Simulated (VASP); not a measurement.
A run of VASP 6.6.1 is set up as follows.

File INCAR:

```
  PREC = Accurate
  ENCUT = 520
  EDIFF = 1E-8
  ISMEAR = 0
  SIGMA = 0.01
  LREAL = False
  LASPH = True
  NELM = 100
  ALGO = Normal
  ISIF = 2
  LWAVE = False
  LCHARG = False
  GGA = PS
  IBRION = 8
  NSW = 1
  LEPSILON = True
```

KPOINTS

```
regular mesh
0
Gamma
  12 12 12
```

Contents of POSCAR:

```
BN
1.0
    0.0000000000      3.5696232217      2.1677973122
    1.2524391564      0.0000000000      2.1677973122
    1.2524391564      3.5696232217      0.0000000000
B N
1 1
Direct
    0.0000655587      0.0000655587      0.9999344413
    0.6666344313      0.6666344313      0.3333655687
```

Potentials or basis: VASP PAW PBE potentials, release 64 (B, N).

The run is started by

```sh
$ cat potpaw_PBE.64/B/POTCAR potpaw_PBE.64/N/POTCAR > POTCAR
$ mpirun -np 1 vasp_std > vasp.out
```

(1) Estimate the electronic dielectric tensor (diagonal).

(2) What does it give for the Born charges (mean of the diagonal)?

(3) Predict the highest phonon frequency at Γ, LO-TO splitting left out.

Answers

(1) 4.58, 2.42, 4.59.

(2) B +2.00; N -2.00 e.

(3) 1362 cm⁻¹.
